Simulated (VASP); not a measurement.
Write the native input for VASP 6.6.1 that does the following.

```
Task                   : single point
Functional             : PBE
Potentials or basis    : VASP PAW PBE potentials, release 64 (Ga_d, O)
Cutoff                 : 520 eV
k mesh                 : 6 × 6 × 6
Occupations            : gaussian, width 0.05 eV
Spin                   : no spin polarisation
Dipole correction      : no
Further INCAR settings : ALGO = Normal; EDIFF = 1e-07; NBANDS = 55
```

The structure of Ga2O3 lies in POSCAR:

```
Ga2O3
1.0
    2.5287245564      1.4599598033      4.5410352127
   -2.5287245564      1.4599598033      4.5410352127
    0.0000000000     -2.9199196066      4.5410352127
Ga O
4 6
Direct
    0.3521985188      0.3521985188      0.3521985188
    0.1478014812      0.1478014812      0.1478014812
    0.6404610110      0.6404610110      0.6404610110
    0.8595389890      0.8595389890      0.8595389890
    0.5523018518      0.9476981482      0.2500000000
    0.2500000000      0.5523018518      0.9476981482
    0.9476981482      0.2500000000      0.5523018518
    0.4459551854      0.0540448146      0.7500000000
    0.7500000000      0.4459551854      0.0540448146
    0.0540448146      0.7500000000      0.4459551854
```

This cell differs from its parent crystal: atoms displaced along a vibrational mode.

The input as run:

INCAR

```
SYSTEM = Ga2O3
PREC = Accurate
ENCUT = 520
EDIFF = 1E-7
ISMEAR = 0
SIGMA = 0.05
LREAL = .FALSE.
LASPH = .TRUE.
NELM = 80
ALGO = Normal
ISIF = 2
LWAVE = .FALSE.
LCHARG = .FALSE.
GGA = PE
NBANDS = 55
```

KPOINTS

```
Automatic mesh
0
G
  6 6 6
  0 0 0
```

Potentials or basis: VASP PAW PBE potentials, release 64 (Ga_d, O).

Run with:

```sh
$ cat potpaw_PBE.64/Ga_d/POTCAR potpaw_PBE.64/O/POTCAR > POTCAR
$ mpirun -np 1 vasp_std > vasp.out
```

It gave:

```
Pressure               : 1.3 GPa
Largest force          : 1.395 eV/Å
Band gap on the k mesh : 2.28 eV (least direct gap 2.31 eV)
```

Caveat: the cell differs from its parent crystal (atoms displaced along a vibrational mode); forces of over 1 eV/Å act on the atoms, so gaps and moduli don't describe the material at rest.

Wall time 4.1 min on 1 thread of Intel(R) Xeon(R) Platinum 8124M CPU @ 3.00GHz (Skylake/Cascade Lake), on a shared host, peak memory 0.31 GiB.
